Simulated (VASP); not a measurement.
# Pt (Fm-3m) in VASP: notebook, part 2 of 2

VASP 6.6.1. Earlier steps stand in the parts before.

## (4) Relaxation of cell and atoms, PBE

Input file INCAR:

```
SYSTEM = Pt
PREC     = Accurate       ! precision mode
ENCUT    = 600            ! plane-wave cutoff, eV
EDIFF    = 1E-6           ! SCF threshold, eV
ISMEAR   = -1             ! smearing method
SIGMA    = 0.05           ! smearing width, eV
LREAL    = .False.        ! projectors in reciprocal space
LASPH    = .True.         ! aspherical terms in the spheres
NELM     = 60             ! most SCF steps
ALGO     = Normal         ! electronic algorithm
ISIF     = 3              ! what is computed and relaxed
LWAVE    = .False.        ! write WAVECAR
LCHARG   = .False.        ! write CHGCAR
GGA      = PE             ! functional
IBRION   = 2              ! ionic algorithm
NSW      = 45             ! ionic steps
EDIFFG   = -0.005         ! ionic threshold
```

Input file KPOINTS:

```
regular mesh
0
Gamma
  18 18 18
  0 0 0
```

Input file POSCAR:

```
Pt
1.0
    0.0000000000      1.9851796554      1.9851796554
    1.9851796554      0.0000000000      1.9851796554
    1.9851796554      1.9851796554      0.0000000000
Pt
1
Direct
    0.0000000000      0.0000000000      0.0000000000
```

Potentials or basis: VASP PAW PBE potentials, release 64 (Pt).

On the command line:

```console
> cat potpaw_PBE.64/Pt/POTCAR > POTCAR
> mpirun -np 1 vasp_std > vasp.out
```

OUTCAR:

```text
SYSTEM = Pt
   PREC = Accurate
   ENCUT = 600
   EDIFF = 1E-6
   ISMEAR = -1
   LREAL = .False.
   LASPH = .True.
   NELM = 60
   ISIF = 3
   GGA = PE
   IBRION = 2
   NSW = 45
   EDIFFG = -0.005

 ion  position               nearest neighbor table
   1  0.000  0.000  0.000-

  LATTYP: Found a face centered cubic cell.
 ALAT       =     3.9703593108

  Lattice vectors:

 A1 = (   0.0000000000,   1.9851796554,   1.9851796554)
 A2 = (   1.9851796554,   0.0000000000,   1.9851796554)
 A3 = (   1.9851796554,   1.9851796554,   0.0000000000)

Analysis of symmetry for initial positions (statically):
=====================================================================
 Subroutine PRICEL returns:
 Original cell was already a primitive cell.

[... 252 lines left out ...]
 Fermi energy:        10.6010778001

 k-point     1 :       0.0000    0.0000    0.0000
  band No.  band energies     occupation
      1       0.7750      2.00000
      2       7.0223      2.00000
      3       7.0223      2.00000
      4       7.0223      2.00000
      5       9.0550      2.00000
      6       9.0550      2.00000
      7      25.3332      0.00000
      8      30.1007      0.00000
      9      30.1007      0.00000
[... 265 lines left out ...]
 k-point    24 :      -0.2222    0.0556    0.0000
  band No.  band energies     occupation
      1       2.7641      2.00000
      2       6.5605      2.00000
      3       7.3954      2.00000
      4       7.4590      2.00000
      5       8.8790      2.00000
      6       9.5191      2.00000
      7      24.0886      0.00000
      8      27.0721      0.00000
      9      31.2985      0.00000

 [... further k-points ...]

------------------------ aborting loop because EDIFF is reached ----------------------------------------

  FORCE on cell =-STRESS in cart. coord.  units (eV):
  Direction    XX          YY          ZZ          XY          YZ          ZX
  --------------------------------------------------------------------------------------
  -------------------------------------------------------------------------------------
  Total        0.0020501      0.0020501      0.0020501      0.0000000     -0.0000000      0.0000000
  in kB        0.2102715      0.2102715      0.2102715      0.0000000     -0.0000000      0.0000000
  external PRESSURE =       0.2102715 kB  Pullay stress =       0.0000000 kB
[... 16 lines left out ...]
  FREE ENERGIE OF THE ION-ELECTRON SYSTEM (eV)
  ---------------------------------------------------
  free  energy   TOTEN  =        -6.1036779145 eV

  energy  without entropy=       -6.0861920042  energy(sigma->0) =       -6.09493496

 reached required accuracy - stopping structural energy minimisation
```

OSZICAR:

```text
N       E                     dE             d eps       ncg     rms          rms(c)
DAV:   1     0.420841115296E+02    0.42084E+02   -0.59279E+03  3591   0.116E+03
DAV:   2    -0.596517717447E+01   -0.48049E+02   -0.46094E+02  3620   0.197E+02
DAV:   3    -0.648434078208E+01   -0.51916E+00   -0.50548E+00  4208   0.210E+01
DAV:   4    -0.648611357051E+01   -0.17728E-02   -0.17726E-02  4009   0.129E+00
[... 16 lines left out ...]
DAV:   1    -0.610508747525E+01   -0.16005E-02   -0.32215E-02  3576   0.191E+00    0.245E-01
DAV:   2    -0.610374276375E+01    0.13447E-02   -0.41799E-03  3536   0.566E-01    0.978E-02
DAV:   3    -0.610367487906E+01    0.67885E-04   -0.34858E-04  3662   0.152E-01    0.570E-02
DAV:   4    -0.610367786325E+01   -0.29842E-05   -0.13836E-05  3871   0.296E-02    0.198E-03
DAV:   5    -0.610367791451E+01   -0.51259E-07   -0.18064E-07  2014   0.375E-03
   3 F= -.61036779E+01 E0= -.60949350E+01  d E =-.341024E-04
```

Wall time 66 s (1 thread of Intel Xeon 8259CL, shared host); peak memory 0.17 GiB.

Results:

```
Free energy                           : -6.1037 eV
Relaxed volume                        : 15.62 Å³/atom
Relaxed cell                          : a = 2.806 Å, b = 2.806 Å, c = 2.806 Å, α = 60.00°, β = 60.00°, γ = 60.00°
Space group after relaxing (to 0.1 Å) : Fm-3m (No. 225)
Energy gained by relaxing             : 0.0 meV/atom
Ionic steps                           : 3
Pressure after relaxing               : 0.0 GPa
Band gap on the k mesh                : zero (bands 5 and 6 overlap by 2.10 eV)
```

Final structure:
```xyz
1
Lattice="0.0000 1.9841 1.9841 1.9841 0.0000 1.9841 1.9841 1.9841 0.0000" Properties=species:S:1:pos:R:3 pbc="T T T"
Pt    0.0000    0.0000    0.0000
```

Levels at points of the mesh, in eV from the Fermi level:
| k point | band 1 | band 2 | band 3 | band 4 | band 5 | band 6 | band 7 | band 8 | band 9 |
| --- | --- | --- | --- | --- | --- | --- | --- | --- | --- |
| (0.00, 0.00, 0.00) | -9.83 | -3.58 | -3.58 | -3.58 | -1.55 | -1.55 | 14.73 | 19.50 | 19.50 |
| (0.50, 0.00, 0.00) | -6.96 | -3.64 | -3.64 | -0.33 | 0.03 | 0.03 | 5.58 | 14.29 | 18.74 |
| (0.50, 0.50, 0.00) | -6.70 | -6.26 | -0.01 | 0.45 | 0.45 | 1.85 | 8.50 | 11.28 | 11.28 |

Caveat: spin-orbit coupling is left out, which moves the levels of the heavy elements.

## (5) The runs side by side

```tsv
task	cell	cutoff (eV)	gap on the mesh (eV)	pressure (GPa)
single point	a = 2.807 Å, angles 60.0°, 1 atom	520	none	-0.5
single point	a = 2.954 Å, angles 60.0°, 1 atom	520	none	-25.0
relaxation of cell and atoms	relaxed from a = 2.807 Å, angles 60.0°, 1 atom	600	none	0.0
```

Alike in all rows: level PBE; potentials or basis VASP PAW PBE potentials, release 64 (Pt); no spin polarisation; k mesh 18 × 18 × 18; smearing fermi-dirac 0.05 eV.

Caveats: spin-orbit coupling is left out, which moves the levels of the heavy elements; the cell stands under tension (at least some runs).

Absolute energies hang on the potentials; compare differences alone.
